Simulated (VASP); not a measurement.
The system is SiC.

```xyz
2
Lattice="0.0000 2.2170 2.2170 2.2170 0.0000 2.2170 2.2170 2.2170 0.0000" Properties=species:S:1:pos:R:3 pbc="T T T"
Si    0.0000    0.0000    0.0000
C     1.1085    1.1085    1.1085
```

This cell differs from its parent crystal: strain +1.8%.

Base run:

```yaml
Program: VASP 6.6.1
Functional: PBE
Potentials_or_basis: VASP PAW PBE potentials, release 64 (Si, C)
Cutoff: 520 eV
k_mesh: 10 × 10 × 10
Occupations: fermi-dirac, width 0.02 eV
Spin: no spin polarisation
```

Its results: band gap on the k mesh 1.40 eV, indirect (least direct gap 4.49 eV); pressure -7.3 GPa.

**Question.** The run is repeated on the same cell with these changes: functional from PBE to r2SCAN; occupations from fermi-dirac, width 0.02 eV to gaussian, width 0.01 eV. What comes out?

**Answer.** Band gap on the k mesh 1.76 eV, indirect (least direct gap 4.99 eV); pressure -11.0 GPa.

Caveats: the PAW data sets were made with another functional, which shifts forces and pressure a little (some runs).

A k mesh can miss the band edges.
